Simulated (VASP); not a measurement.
Set up this calculation in VASP 6.6.1, as the native input.

```
Task                   : single point
Functional             : PBEsol
Potentials or basis    : VASP PAW PBE potentials, release 64 (Ni, Si)
Cutoff                 : 520 eV
k mesh                 : 9 × 8 × 6
Occupations            : fermi-dirac, width 0.05 eV
Spin                   : collinear spin, ferromagnetic start
Starting moments       : [1.0, 1.0, 0.0, 0.0] μB
Dipole correction      : no
Further INCAR settings : ALGO = Normal; EDIFF = 1e-07; NBANDS = 26
```

The structure of SiNi lies in POSCAR:

```
SiNi
1.0
    2.9814957675      0.0000000000      0.0000000000
    0.0000000000      3.3234926684      0.0000000000
    0.0000000000      0.0000000000      4.7389991708
Ni Si
2 2
Direct
    0.5000000000      0.5000000000      0.3424955900
    0.0000000000      0.0000000000      0.6575044100
    0.5000000000      0.5000000000      0.8431431600
    0.0000000000      0.0000000000      0.1568568400
```

These files were run (other wordings do the same):

INCAR

```
  PREC = Accurate
  ENCUT = 520
  EDIFF = 1E-7
  ISMEAR = -1
  SIGMA = 0.05
  LREAL = False
  LASPH = True
  NELM = 150
  ALGO = Normal
  ISIF = 2
  LWAVE = False
  LCHARG = True
  ISPIN = 2
  MAGMOM = 1 1 0 0
  LORBIT = 11
  LMAXMIX = 4
  GGA = PS
  LELF = True
  LVHAR = True
  NBANDS = 26
```

KPOINTS

```
Automatic mesh
0
Gamma
  9 8 6
```

Potentials or basis: VASP PAW PBE potentials, release 64 (Ni, Si).

The run is started by

```console
$ cat potpaw_PBE.64/Ni/POTCAR potpaw_PBE.64/Si/POTCAR > POTCAR
$ mpirun -np 1 vasp_std > vasp.out
```

Results of the run:

```
Pressure                                              : -6.8 GPa
Largest force                                         : 0.160 eV/Å
Band gap on the k mesh                                : zero (filled and empty bands overlap)
Net moment                                            : 0.00 μB per cell
Valence electrons inside the program's atomic spheres : Ni 9.52; Si 1.59
```

Caveat: the cell stands under tension; the moments typed at the start vanished in this run; the PAW data sets were made with another functional, which shifts forces and pressure a little.

Run time: 6.8 min on 1 thread of Intel Xeon 8259CL, on a shared host, peak memory 0.3 GiB.
